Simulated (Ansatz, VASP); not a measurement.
MnB6 in VASP and in Ansatz

Contents of INCAR:

```
PREC = Accurate ; ENCUT = 600
EDIFF = 1E-6 ; ISMEAR = 0
SIGMA = 0.1 ; LREAL = F
LASPH = T ; NELM = 80
ALGO = Normal ; ISIF = 3
LWAVE = F ; LCHARG = F
GGA = PE ; IBRION = 2
NSW = 100 ; EDIFFG = -0.01
```

File KPOINTS:

```
Automatic mesh
0
Gamma
  12 12 12
```

File POSCAR:

```
MnB6
1.0
    4.6072749150      0.0000000000      0.0000000000
   -2.3036374575      3.9900171186      0.0000000000
    0.0000000000      0.0000000000      2.7337099045
Mn B
1 6
Direct
    0.0000000000      0.0000000000      0.0000000000
    0.8513591782      0.5773675435      0.5000000000
    0.4226324565      0.2739916347      0.5000000000
    0.7260083653      0.1486408218      0.5000000000
    0.1486408218      0.4226324565      0.5000000000
    0.5773675435      0.7260083653      0.5000000000
    0.2739916347      0.8513591782      0.5000000000
```

Input for Ansatz:

```yaml
crystal:
  lattice:
    - [4.607274915, 0.0, 0.0]
    - [-2.3036374575, 3.9900171186, 0.0]
    - [0.0, 0.0, 2.7337099045]
  atoms:
    - { symbol: Mn, position: [0.0, 0.0, 0.0] }
    - { symbol: B, position: [0.8513591782, 0.5773675435, 0.5] }
    - { symbol: B, position: [0.4226324565, 0.2739916347, 0.5] }
    - { symbol: B, position: [0.7260083653, 0.1486408218, 0.5] }
    - { symbol: B, position: [0.1486408218, 0.4226324565, 0.5] }
    - { symbol: B, position: [0.5773675435, 0.7260083653, 0.5] }
    - { symbol: B, position: [0.2739916347, 0.8513591782, 0.5] }
basis:
  ecutwfc: 420
kpoints:
  mp_grid: { grid: [12, 12, 12] }
hamiltonian:
  xc: pbe
scf:
  occupations: { method: gaussian, width: 0.1 }
output:
  forces: true
  stress: true
  eigenvalues: true
  write_density: true
  write_potential: true
  elf: true
  volumetric_format: npy
relax:
  adjacent_minimum: "off"
  f_tol: 0.01
  max_steps: 80
  cell: { stress_tol: 0.05 }
```

Alike in both runs: task relaxation of cell and atoms; functional PBE; k mesh 12 × 12 × 12; occupations gaussian, width 0.1 eV; no spin polarisation.

|  | VASP | Ansatz |
| --- | --- | --- |
| version | VASP 6.6.1 | Ansatz 0.2.0 |
| potentials or method | VASP PAW PBE potentials, release 64 (Mn_pv, B), cutoff 600 eV | scalar-relativistic, plane waves, PAW |
| valence electrons in the cell | 31 | 33 |

Ansatz gave:

* gap on the k mesh at the Fermi level, each at its own relaxed structure (eV): none
* relaxed volume (Å³/atom): 7.19
* relaxed length of the cell vector where the two differ most in proportion (Å): 2.744

Question: What did VASP give for the same quantities?

Answer: gap on the k mesh at the Fermi level, each at its own relaxed structure (eV): none; relaxed volume (Å³/atom): 7.19; relaxed length of the cell vector where the two differ most in proportion (Å): 2.743.

A gap of «none» marks a metal or a gap that the smearing closes. VASP's potentials hold 31 valence electrons a cell and Ansatz's 33, so a difference there can come from the potentials and not from the codes.
